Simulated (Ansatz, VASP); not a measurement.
CaSi3N2 in VASP and in Ansatz

```
CELL_PARAMETERS angstrom
3.77224 0.00000 0.00000
-1.88612 3.26686 0.00000
0.00000 0.00000 7.92327
ATOMIC_POSITIONS crystal
Ca 0.00000 0.00000 0.00000
Si 0.00000 0.00000 0.50000
Si 0.33333 0.66667 0.00000
Si 0.33333 0.66667 0.50000
N 0.66667 0.33333 0.24787
N 0.66667 0.33333 0.75213
```

Change from the starting cell: species swapped into the Eu2Si3Au type (P-6m2, No. 187).

Alike in both runs: task relaxation of cell and atoms; functional PBE; k mesh 6 × 6 × 2; occupations gaussian, width 0.1 eV; no spin polarisation.

|  | VASP | Ansatz |
| --- | --- | --- |
| version | VASP 6.6.1 | Ansatz 0.2.0 |
| potentials or method | VASP PAW PBE potentials, release 64 (Ca_sv, Si, N), cutoff 600 eV | scalar-relativistic, plane waves, PAW |
| valence electrons in the cell | 32 | 32 |

Ansatz gave:

* gap on the k mesh at the Fermi level, each at its own relaxed structure (eV): none
* relaxed volume (Å³/atom): 21.81
* relaxed length of the cell vector where the two differ most in proportion (Å): 5.396

Question: What did VASP give for the same quantities?

Answer: gap on the k mesh at the Fermi level, each at its own relaxed structure (eV): none; relaxed volume (Å³/atom): 20.09; relaxed length of the cell vector where the two differ most in proportion (Å): 5.180.

A gap of «none» marks a metal or a gap that the smearing closes. One of these differences is far larger than is usual between the two programs; its cause wasn't traced.

The k mesh is coarse, so the values compare programs but aren't converged. Noted on VASP's run: the volume moved by over 15 % at a fixed basis, so the end points are rough.
